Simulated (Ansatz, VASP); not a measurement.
One calculation of NaH, two programs

File INCAR:

```
ALGO     = Normal         # electronic algorithm
EDIFF    = 1E-6           # SCF threshold, eV
EDIFFG   = -0.01          # ionic threshold
ENCUT    = 600            # plane-wave cutoff, eV
GGA      = PS             # functional
IBRION   = 2              # ionic algorithm
ISIF     = 3              # what is computed and relaxed
ISMEAR   = -1             # smearing method
LASPH    = T              # aspherical terms in the spheres
LCHARG   = F              # write CHGCAR
LREAL    = F              # projectors in reciprocal space
LWAVE    = F              # write WAVECAR
NELM     = 100            # most SCF steps
NSW      = 80             # ionic steps
PREC     = Accurate       # precision mode
SIGMA    = 0.05           # smearing width, eV
```

Contents of KPOINTS:

```
k-points
0
Gamma
  9 9 9
```

The input POSCAR:

```
NaH
1.0
    0.0000000000      2.4400000000      2.4400000000
    2.4400000000      0.0000000000      2.4400000000
    2.4400000000      2.4400000000      0.0000000000
Na H
1 1
Direct
    0.0000000000      0.0000000000      0.0000000000
    0.5000000000      0.5000000000      0.5000000000
```

The input input.yaml:

```yaml
crystal:
  lattice:
    - [0.0, 2.44, 2.44]
    - [2.44, 0.0, 2.44]
    - [2.44, 2.44, 0.0]
  atoms:
    - { symbol: Na, position: [0.0, 0.0, 0.0] }
    - { symbol: H, position: [0.5, 0.5, 0.5] }
kpoints:
  mp_grid: { grid: [9, 9, 9] }
scf:
  occupations: { method: fermi_dirac, width: 0.05 }
hamiltonian:
  xc: pbesol
  pseudopotentials: { kind: all_electron, lapw: { basis_error: 0.001 } }
output:
  forces: true
  stress: true
relax:
  f_tol: 0.01
  max_steps: 60
  cell: {}
```

Alike in both runs: task relaxation of cell and atoms; functional PBEsol; k mesh 9 × 9 × 9; occupations fermi-dirac, width 0.05 eV; no spin polarisation.

```csv
,VASP,Ansatz
version,VASP 6.6.1,Ansatz 0.2.0
potentials or method,"VASP PAW PBE potentials, release 64 (Na_pv, H), cutoff 600 eV","all-electron LAPW, scalar-relativistic"
```

VASP gave:

| Quantity | Value |
| --- | --- |
| relaxed volume (Å³/atom) | 13.76 |
| relaxed cell length with the largest relative difference (Å) | 3.389 |

**Question.** Estimate Ansatz's values.

**Answer.** Relaxed volume (Å³/atom): 13.74; relaxed cell length with the largest relative difference (Å): 3.387.

VASP's potentials were made for PBE, not for PBEsol. Ansatz ran all-electron here, and VASP with PAW potentials.
